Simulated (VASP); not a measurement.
# Ba: single point with revPBE

Crystal: Ba.

```xyz
1
Lattice="0.0000 3.3645 3.3645 3.3645 0.0000 3.3645 3.3645 3.3645 0.0000" Properties=species:S:1:pos:R:3 pbc="T T T"
Ba    0.0000    0.0000    0.0000
```

This cell differs from its parent crystal: volume scaled by 1.12.

```yaml
Program: VASP 6.6.1
Task: single point
Functional: revPBE
Potentials_or_basis: VASP PAW PBE potentials, release 64 (Ba_sv)
Cutoff: 520 eV
k_mesh: 14 × 14 × 14
Occupations: fermi-dirac, width 0.1 eV
Spin: no spin polarisation
```

```yaml
Pressure: -0.7 GPa
Band_gap_on_the_k_mesh: zero (band 5 reaches 1.19 eV, above the bottom of band 6 at 1.17 eV)
```

Levels at points of the mesh, in eV from the Fermi level:
| k point | band 3 | band 4 | band 5 | band 6 | band 7 | band 8 |
| --- | --- | --- | --- | --- | --- | --- |
| (0.00, 0.00, 0.00) | -14.32 | -14.32 | -2.66 | 1.59 | 1.59 | 1.59 |
| (0.50, 0.00, 0.00) | -14.36 | -14.36 | -0.88 | 0.58 | 1.47 | 1.47 |
| (0.50, 0.50, 0.00) | -14.41 | -14.41 | -0.63 | -0.02 | 1.42 | 3.77 |

Wall time 22 s on 1 thread of Intel(R) Xeon(R) 6975P-C (Granite Rapids) (shared host), peak memory 0.25 GiB.

Caveat: the PAW data sets were made with another functional, which shifts forces and pressure a little; spin-orbit coupling is left out, which moves the levels of the heavy elements.
